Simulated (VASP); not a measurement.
Wanted: the native input for a VASP 6.6.1 run.

| Property | Result |
| --- | --- |
| Task | single point |
| Functional | PBE |
| Potentials or basis | VASP PAW PBE potentials, release 64 (Nb_sv, Pt, Se) |
| Cutoff | 520 eV |
| k mesh | 4 × 4 × 1 |
| Occupations | gaussian, width 0.15 eV |
| Spin | no spin polarisation |
| Dipole correction | no |
| Further INCAR settings | LREAL = Auto; ALGO = Normal; EDIFF = 1e-06; NBANDS = 80 |

The structure of Nb2PtSe5 lies in POSCAR:

```
Nb2PtSe5
1.0
    1.7553940658     -7.0884917771     -0.0032653447
    1.7553940658      7.0884917771     -0.0032653447
   -0.1914716568      0.0000000000     16.0498232980
Nb Pt Se
4 2 10
Direct
    0.8004535139      0.2353881507      0.8909030568
    0.7646118493      0.1995464861      0.6090969432
    0.1995464861      0.7646118493      0.1090969432
    0.2353881507      0.8004535139      0.3909030568
    0.3095978723      0.6904021277      0.7500000000
    0.6904021277      0.3095978723      0.2500000000
    0.4249732531      0.5910965113      0.6277018796
    0.4089034887      0.5750267469      0.8722981204
    0.6800017355      0.3199982645      0.7500000000
    0.1475853444      0.8312389157      0.9500282805
    0.1687610843      0.8524146556      0.5499717195
    0.5910965113      0.4249732531      0.1277018796
    0.5750267469      0.4089034887      0.3722981204
    0.3199982645      0.6800017355      0.2500000000
    0.8312389157      0.1475853444      0.4500282805
    0.8524146556      0.1687610843      0.0499717195
```

One way to write it, as run:

INCAR

```
PREC = Accurate
ENCUT = 520
EDIFF = 1E-6
ISMEAR = 0
SIGMA = 0.15
LREAL = Auto
LASPH = True
NELM = 60
ALGO = Normal
ISIF = 2
LWAVE = False
LCHARG = False
GGA = PE
NBANDS = 80
```

KPOINTS

```
Automatic mesh
0
Gamma
  4 4 1
```

Potentials or basis: VASP PAW PBE potentials, release 64 (Nb_sv, Pt, Se).

Command:

```bash
$ cat potpaw_PBE.64/Nb_sv/POTCAR potpaw_PBE.64/Pt/POTCAR potpaw_PBE.64/Se/POTCAR > POTCAR
$ mpirun -np 1 vasp_std > vasp.out
```

Results of the run:

```yaml
Pressure: 0.0 GPa
Largest_force: 0.048 eV/Å
```

Caveat: the k points lie up to 0.46 Å⁻¹ apart.

Wall time 9.3 min on 1 thread of Intel(R) Xeon(R) 6975P-C (Granite Rapids), with other jobs on the host, peak memory 0.77 GiB.
